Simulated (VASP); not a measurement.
Here is a VASP 6.6.1 calculation.

INCAR

```
ALGO = Normal
EDIFF = 1E-6
ENCUT = 520
GGA = PE
ISIF = 2
ISMEAR = 0
LASPH = True
LCHARG = True
LELF = True
LREAL = False
LVHAR = True
LWAVE = False
NBANDS = 46
NELM = 60
PREC = Accurate
SIGMA = 0.01
```

The input KPOINTS:

```
k-points
0
Gamma
  6 6 4
```

POSCAR

```
LaTlO2
1.0
    3.8465041094      0.0000000000      0.0000000000
    0.0000000000      4.2080904064      0.0000000000
    0.0000000000      0.0000000000     10.8108583280
Tl O La
2 4 2
Direct
    0.0000000000      0.0000000000      0.8849813511
    0.5000000000      0.5000000000      0.1150186489
    0.0000000000      0.5000000000      0.7624884353
    0.5000000000      0.0000000000      0.2375115647
    0.0000000000      0.5000000000      0.4693710927
    0.5000000000      0.0000000000      0.5306289073
    0.0000000000      0.0000000000      0.3826520493
    0.5000000000      0.5000000000      0.6173479507
```

Potentials or basis: VASP PAW PBE potentials, release 64 (Tl_d, O, La).

The run is started by

```bash
$ cat potpaw_PBE.64/Tl_d/POTCAR potpaw_PBE.64/O/POTCAR potpaw_PBE.64/La/POTCAR > POTCAR
$ mpirun -np 1 vasp_std > vasp.out
```

Predict the largest force.

0.130 eV/Å.

Estimate the band gap on the k mesh.

0.80 eV (least direct gap 1.10 eV).

What does it give for the pressure?

1.2 GPa.

Stress tensor (GPa, compression positive):
```
0.83 0.00 0.00
0.00 1.52 0.00
0.00 0.00 1.11
```

Caveat: spin-orbit coupling is left out, which moves the levels of the heavy elements. A k mesh can miss the band edges.
